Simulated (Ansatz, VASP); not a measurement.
## CaSe in VASP and in Ansatz

File INCAR:

```
ALGO     = Normal         # electronic algorithm
EDIFF    = 1E-6           # SCF threshold, eV
ENCUT    = 520            # plane-wave cutoff, eV
GGA      = PE             # functional
GGA_COMPAT= F            
ISIF     = 2              # what is computed and relaxed
ISMEAR   = -1             # smearing method
LASPH    = T              # aspherical terms in the spheres
LCHARG   = F              # write CHGCAR
LNONCOLLINEAR= T              # non-collinear magnetism
LORBIT   = 11             # projections on sites
LORBMOM  = T            
LREAL    = F              # projectors in reciprocal space
LSORBIT  = T              # spin-orbit coupling
LWAVE    = F              # write WAVECAR
MAGMOM   = 0 0 0 0 0 0    # initial moments
NBANDS   = 28             # bands
NELM     = 150            # most SCF steps
PREC     = Accurate       # precision mode
SIGMA    = 0.01           # smearing width, eV
```

File KPOINTS:

```
k-points
0
Gamma
  7 7 7
```

The input POSCAR:

```
CaSe
1.0
    0.0000000000      2.9560000000      2.9560000000
    2.9560000000      0.0000000000      2.9560000000
    2.9560000000      2.9560000000      0.0000000000
Ca Se
1 1
Direct
    0.0000000000      0.0000000000      0.0000000000
    0.5000000000      0.5000000000      0.5000000000
```

Input for Ansatz:

```yaml
crystal:
  lattice:
    - [0.0, 2.956, 2.956]
    - [2.956, 0.0, 2.956]
    - [2.956, 2.956, 0.0]
  atoms:
    - { symbol: Ca, position: [0.0, 0.0, 0.0] }
    - { symbol: Se, position: [0.5, 0.5, 0.5] }
kpoints:
  mp_grid: { grid: [7, 7, 7] }
  band_path:
    path:
      - [0.0, 0.0, 0.0]
      - [0.5, 0.0, 0.5]
      - [0.625, 0.25, 0.625]
      - [0.375, 0.375, 0.75]
      - [0.0, 0.0, 0.0]
      - [0.5, 0.5, 0.5]
      - [0.5, 0.25, 0.75]
      - [0.5, 0.0, 0.5]
    npoints: 5
scf:
  occupations: { method: fermi_dirac, width: 0.01 }
hamiltonian:
  xc: pbe
  pseudopotentials: { kind: all_electron, lapw: { basis_error: 0.001 } }
output:
  forces: true
  stress: true
  eigenvalues: true
magnetization:
  noncollinear: true
  spin_orbit: true
```

Alike in both runs: task single point; functional PBE; k mesh 7 × 7 × 7; occupations fermi-dirac, width 0.01 eV; non-collinear spin, spin-orbit coupling.

|  | VASP | Ansatz |
| --- | --- | --- |
| version | VASP 6.6.1 | Ansatz 0.2.0 |
| potentials or method | VASP PAW PBE potentials, release 64 (Ca_sv, Se), cutoff 520 eV | all-electron LAPW |

VASP gave:

```
pressure (GPa)           : 1.4
net moment per atom (μB) : 0.00
```

Q: What did Ansatz give for the same quantities?

A: Pressure (GPa): 1.2; net moment per atom (μB): 0.00.

Ansatz ran all-electron here, and VASP with PAW potentials.
